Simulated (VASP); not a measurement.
# IrO (F-43m) in VASP: notebook

IrO is run at these levels: PBE; tasks: single point, relaxation of cell and atoms.

Program: VASP 6.6.1. These are calculated values, not measurements. Logs are shortened: lines on timing, memory, paths and dates and some standing lists are left out, and cuts for length are marked.

### 1 The cell of the first run

It takes space group F-43m (No. 216, cubic). Conventional cell: a = 4.769 Å, b = 4.769 Å, c = 4.769 Å, α = 90.00°, β = 90.00°, γ = 90.00°. Ir (site symmetry -43m) has 4 O at 2.07 Å within 2.7 Å. O (site symmetry -43m) has 4 Ir at 2.07 Å within 2.7 Å.

### 2 Single point, PBE

File INCAR:

```
SYSTEM = IrO
PREC = Accurate
ENCUT = 520
EDIFF = 1E-6
ISMEAR = 0
SIGMA = 0.1
LREAL = .False.
LASPH = .True.
NELM = 100
ALGO = Normal
ISIF = 2
LWAVE = .False.
LCHARG = .False.
GGA = PE
NBANDS = 14
```

File KPOINTS:

```
regular mesh
0
Gamma
  8 8 8
  0 0 0
```

File POSCAR:

```
IrO
1.0
    0.0000000000      2.3847436051      2.3847436051
    2.3847436051      0.0000000000      2.3847436051
    2.3847436051      2.3847436051      0.0000000000
Ir O
1 1
Direct
    0.0000000000      0.0000000000      0.0000000000
    0.2500000000      0.2500000000      0.2500000000
```

Potentials or basis: VASP PAW PBE potentials, release 64 (Ir, O).

The run is started by

```sh
$ cat potpaw_PBE.64/Ir/POTCAR potpaw_PBE.64/O/POTCAR > POTCAR
$ mpirun -np 1 vasp_std > vasp.out
```

OUTCAR:

```text
SYSTEM = IrO
   PREC = Accurate
   ENCUT = 520
   EDIFF = 1E-6
   ISMEAR = 0
   LREAL = .False.
   LASPH = .True.
   NELM = 100
   ISIF = 2
   GGA = PE

 ion  position               nearest neighbor table
   1  0.000  0.000  0.000-   2 2.07   2 2.07   2 2.07   2 2.07
   2  0.250  0.250  0.250-   1 2.07   1 2.07   1 2.07   1 2.07

  LATTYP: Found a face centered cubic cell.
 ALAT       =     4.7694872102

  Lattice vectors:

 A1 = (   0.0000000000,   2.3847436051,   2.3847436051)
 A2 = (   2.3847436051,   0.0000000000,   2.3847436051)
 A3 = (   2.3847436051,   2.3847436051,   0.0000000000)

Analysis of symmetry for initial positions (statically):
=====================================================================
 Subroutine PRICEL returns:
 Original cell was already a primitive cell.

 Routine SETGRP: Setting up the symmetry group for a
 face centered cubic supercell.

 Subroutine GETGRP returns: Found 24 space group operations
 (whereof 24 operations were pure point group operations)
 out of a pool of 48 trial point group operations.

The static configuration has the point symmetry T_d .

Analysis of symmetry for dynamics (positions and initial velocities):
=====================================================================
 Subroutine PRICEL returns:
 Original cell was already a primitive cell.

 Routine SETGRP: Setting up the symmetry group for a
 face centered cubic supercell.

 Subroutine GETGRP returns: Found 24 space group operations
 (whereof 24 operations were pure point group operations)
 out of a pool of 48 trial point group operations.

The dynamic configuration has the point symmetry T_d .

 Subroutine INISYM returns: Found 24 space group operations
 (whereof 24 operations are pure point group operations),
 and found     1 'primitive' translations

----------------------------------------------------------------------------------------

                                     Primitive cell

  volume of cell :      27.1241

  direct lattice vectors                    reciprocal lattice vectors
     0.000000000  2.384743605  2.384743605    -0.209666146  0.209666146  0.209666146
     2.384743605  0.000000000  2.384743605     0.209666146 -0.209666146  0.209666146
     2.384743605  2.384743605  0.000000000     0.209666146  0.209666146 -0.209666146

  length of vectors
     3.372536749  3.372536749  3.372536749     0.363152417  0.363152417  0.363152417

  position of ions in fractional coordinates (direct lattice)
     0.000000000  0.000000000  0.000000000
     0.250000000  0.250000000  0.250000000

  ion indices of the primitive-cell ions
   primitive index   ion index
                 1           1
                 2           2

----------------------------------------------------------------------------------------

 KPOINTS: regular mesh

Automatic generation of k-mesh.
 Grid dimensions read from file:
 generate k-points for:    8    8    8

 Generating k-lattice:

  Cartesian coordinates                     Fractional coordinates (reciprocal lattice)
    -0.026208268  0.026208268  0.026208268     0.125000000  0.000000000  0.000000000
     0.026208268 -0.026208268  0.026208268     0.000000000  0.125000000  0.000000000
     0.026208268  0.026208268 -0.026208268     0.000000000  0.000000000  0.125000000

  Length of vectors
     0.045394052  0.045394052  0.045394052

  Shift w.r.t. Gamma in fractional coordinates (k-lattice)
     0.000000000  0.000000000  0.000000000

 Subroutine IBZKPT returns following result:
 ===========================================

 Found     29 irreducible k-points:

 Following reciprocal coordinates:
            Coordinates               Weight
  0.000000  0.000000  0.000000      1.000000
  0.125000  0.000000  0.000000      8.000000
  0.250000  0.000000  0.000000      8.000000
  0.375000  0.000000  0.000000      8.000000
  0.500000  0.000000  0.000000      4.000000
  0.125000  0.125000  0.000000      6.000000
[... 16 lines left out ...]
  0.500000  0.250000  0.125000     48.000000
 -0.375000  0.250000  0.125000     24.000000
 [... further k-points ...]
   k-points           NKPTS =     29   k-points in BZ     NKDIM =     29   number of bands    NBANDS=     14
   number of dos      NEDOS =    301   number of ions     NIONS =      2
   total plane-waves  NPLWV =  21952
   dimension x,y,z NGX =    28 NGY =   28 NGZ =   28
   dimension x,y,z NGXF=    56 NGYF=   56 NGZF=   56
   ions per type =               1   1
   NGX,Y,Z   is equivalent  to a cutoff of  13.80, 13.80, 13.80 a.u.
   NGXF,Y,Z  is equivalent  to a cutoff of  27.60, 27.60, 27.60 a.u.
 SYSTEM =  IrO
   PREC   = accura    normal or accurate (medium, high low for compatibility)
   ISTART =      0    job   : 0-new  1-cont  2-samecut
   ICHARG =      2    charge: 1-file 2-atom 10-const
   ISPIN  =      1    spin polarized calculation?
   LNONCOLLINEAR =      F non collinear calculations
   LSORBIT =      F    spin-orbit coupling
   LASPH  =      T    aspherical Exc in radial PAW
   ENCUT  =  520.0 eV  38.22 Ry    6.18 a.u.   6.27  6.27  6.27*2*pi/ulx,y,z
   NELM   =    100;   NELMIN=  2; NELMDL= -5     # of ELM steps
   EDIFF  = 0.1E-05   stopping-criterion for ELM
   LREAL  =      F    real-space projection
   EDIFFG = 0.1E-04   stopping-criterion for IOM
   NSW    =      0    number of steps for IOM
   IBRION =     -1    ionic relax: 0-MD 1-quasi-New 2-CG
   NFREE  =      0    steps in history (QN), initial steepest desc. (CG)
   ISIF   =      2    stress and relaxation
   ISYM   =      2    0-nonsym 1-usesym 2-fastsym
   POTIM  = 0.5000    time-step for ionic-motion
   TEBEG  =    0.0;   TEEND  =   0.0 temperature during run
   PSTRESS=    0.0 pullay stress
   NELECT =      15.0000    total number of electrons
   NUPDOWN=      -1.0000    fix difference up-down
   EMIN   =  10.00;   EMAX   =-10.00  energy-range for DOS
   EFERMI =   0.00;   METHOD = LEGACY
   ISMEAR =     0;   SIGMA  =   0.10  broadening in eV -4-tet -1-fermi 0-gaus
   EFERMI_NEDOS =   21; number of points for ismear=-14 and -15
   IALGO  =     38    algorithm
   IMIX   =      4    mixing-type and parameters
     AMIX     =   0.40;   BMIX     =  1.00
     AMIX_MAG =   1.60;   BMIX_MAG =  1.00
  volume/ion in A,a.u.               =      13.56        91.52
  Fermi-wavevector in a.u.,A,eV,Ry     =   1.343755  2.539330 24.567749  1.805679
  Thomas-Fermi vector in A             =   2.471804
   LORBIT       =      0    0 simple, 1 ext, 2 COOP (PROOUT), +10 PAW based schemes
   GGA     = PE    functional components
   LHFCALC =     F    Hartree Fock is set to
   AEXX    =    0.0000 exact exchange contribution
   IVDW    =     0    specifies the selected vdW correction
   LEPSILON=     F    determine dielectric tensor
   LRPA    =     F    only Hartree local field effects (RPA)
 non-spin polarized calculation
 Gauss-broadening in eV      SIGMA  =   0.10
  energy-cutoff  :      520.00
  volume of cell :       27.12
 maximum number of plane-waves:       745
 NGX is ok and might be reduce to    28
   NGX = 13   NGY = 13   NGZ = 13

 number of electron      14.9999998 magnetization

 Free energy of the ion-electron system (eV)
  ---------------------------------------------------
  ext. energy  EPLUGINS =         0.00000000
  ---------------------------------------------------
  free energy    TOTEN  =       -12.46479497 eV

  energy without entropy =      -12.45430688  energy(sigma->0) =      -12.45955093

 E-fermi :   6.3846     XC(G=0): -11.7796

 val. band max:        6.3752030127   @ k =  -0.3750   0.2500   0.1250
 cond. band min:       6.5687961968   @ k =  -0.3750   0.3750   0.0000
 fundamental gap:      0.1935931842
 Fermi energy:         6.3846314877

 k-point     1 :       0.0000    0.0000    0.0000
  band No.  band energies     occupation
      1     -15.0766      2.00000
      2      -1.6946      2.00000
      3      -1.6946      2.00000
      4      -1.6946      2.00000
      5       3.9149      2.00000
      6       4.1442      2.00000
      7       4.1442      2.00000
      8       8.0133      0.00000
      9       8.0133      0.00000
     10       8.0133      0.00000
     11      19.4624      0.00000
     12      19.4624      0.00000
     13      19.4624      0.00000
     14      23.1108      0.00000

 k-point     2 :       0.1250    0.0000    0.0000
  band No.  band energies     occupation
      1     -15.0048      2.00000
      2      -1.8447      2.00000
      3      -1.6099      2.00000
      4      -1.6099      2.00000
      5       4.0797      2.00000
      6       4.0797      2.00000
      7       4.5759      2.00000
      8       7.6494      0.00000
      9       7.9794      0.00000
     10       7.9794      0.00000
     11      17.5267      0.00000
     12      19.6832      0.00000
     13      19.6832      0.00000
     14      23.3265      0.00000

 k-point     3 :       0.2500    0.0000    0.0000
  band No.  band energies     occupation
      1     -14.8359      2.00000
      2      -1.9726      2.00000
      3      -1.4196      2.00000
      4      -1.4196      2.00000
      5       4.0569      2.00000
      6       4.0569      2.00000
      7       5.6210      2.00000
      8       7.2156      0.00000
      9       7.7344      0.00000
     10       7.7344      0.00000
     11      14.8101      0.00000
     12      20.1231      0.00000
     13      20.1231      0.00000
     14      22.5759      0.00000
[... 324 lines left out ...]
 k-point    23 :       0.5000    0.2500    0.1250
  band No.  band energies     occupation
      1     -14.5862      2.00000
      2      -1.8083      2.00000
      3      -1.2041      2.00000
      4      -0.8795      2.00000
      5       3.6458      2.00000
      6       4.2657      2.00000
      7       4.9495      2.00000
      8       6.3736      1.12435
      9       7.2739      0.00000
     10       9.9168      0.00000
     11      14.0790      0.00000
     12      16.8235      0.00000
     13      19.5238      0.00000
     14      23.1601      0.00000

 k-point    24 :      -0.3750    0.2500    0.1250
  band No.  band energies     occupation
      1     -14.5353      2.00000
      2      -1.4623      2.00000
      3      -1.3486      2.00000
      4      -0.7742      2.00000
      5       3.4560      2.00000
      6       4.2271      2.00000
      7       4.7397      2.00000
      8       6.3752      1.10607
      9       6.9435      0.00000
     10      11.1766      0.00000
     11      12.9968      0.00000
     12      16.9875      0.00000
     13      19.0885      0.00000
     14      23.3123      0.00000

 [... further k-points ...]
[... 5 lines left out ...]
  --------------------------------------------------------------------------------------
  -------------------------------------------------------------------------------------
  Total        0.1875389      0.1875389      0.1875389      0.0000000      0.0000000      0.0000000
  in kB       11.0776287     11.0776287     11.0776287      0.0000000      0.0000000      0.0000000
  external PRESSURE =      11.0776287 kB  Pullay stress =       0.0000000 kB

 VOLUME and BASIS-vectors are now :
 -----------------------------------------------------------------------------
  energy-cutoff  :      520.00
  volume of cell :       27.12
      direct lattice vectors                 reciprocal lattice vectors
     0.000000000  2.384743605  2.384743605    -0.209666146  0.209666146  0.209666146
     2.384743605  0.000000000  2.384743605     0.209666146 -0.209666146  0.209666146
     2.384743605  2.384743605  0.000000000     0.209666146  0.209666146 -0.209666146

 POSITION                                       TOTAL-FORCE (eV/Angst)
 -----------------------------------------------------------------------------------
      0.00000      0.00000      0.00000        -0.000000     -0.000000     -0.000000
      1.19237      1.19237      1.19237         0.000000      0.000000      0.000000
 -----------------------------------------------------------------------------------
    total drift:                                0.000000      0.000000      0.000000

  FREE ENERGIE OF THE ION-ELECTRON SYSTEM (eV)
  ---------------------------------------------------
  free  energy   TOTEN  =       -12.4647949725 eV

  energy  without entropy=      -12.4543068786  energy(sigma->0) =      -12.45955093
```

It took 7.6 s on 1 thread of Intel Xeon 6975P-C (Granite Rapids), shared host; peak memory 0.16 GiB.

Results:

| Property | Result |
| --- | --- |
| Free energy | -12.4648 eV |
| Pressure | 1.1 GPa |

Caveat: spin-orbit coupling is left out, which moves the levels of the heavy elements; an odd number of electrons without spin polarisation forces a metal; a magnetic or distorted state may lie lower.

[end of part 1 of 2]
